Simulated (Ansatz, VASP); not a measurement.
# AlN in VASP and in Ansatz

```xyz
2
Lattice="0.0000 2.0183 2.0183 2.0183 0.0000 2.0183 2.0183 2.0183 0.0000" Properties=species:S:1:pos:R:3 pbc="T T T"
Al    2.0183    2.0183    2.0183
N     0.0000    0.0000    0.0000
```

Change from the starting cell: strained cell.

Alike in both runs: task relaxation of the atoms; functional LDA; k mesh 10 × 10 × 10; occupations gaussian, width 0.02 eV; no spin polarisation.

|  | VASP | Ansatz |
| --- | --- | --- |
| version | VASP 6.6.1 | Ansatz 0.2.0 |
| potentials or method | VASP PAW LDA potentials, release 64 (Al, N), cutoff 520 eV | scalar-relativistic, plane waves, PAW |
| valence electrons in the cell | 8 | 8 |

|  | VASP | Ansatz | Ansatz less VASP |
| --- | --- | --- | --- |
| gap on the k mesh at the Fermi level, each at its own relaxed structure (eV) | 4.51 | 4.52 | +0.011 |

Ansatz warns that its potentials were made for another functional, while VASP's fit it. LDA's correlation is that of Perdew and Zunger in VASP and of Perdew and Wang (1992) in Ansatz. Ansatz's warnings: stress scf threshold loose.

Noted on VASP's run: the relaxation stopped at its first step, so nothing moved.
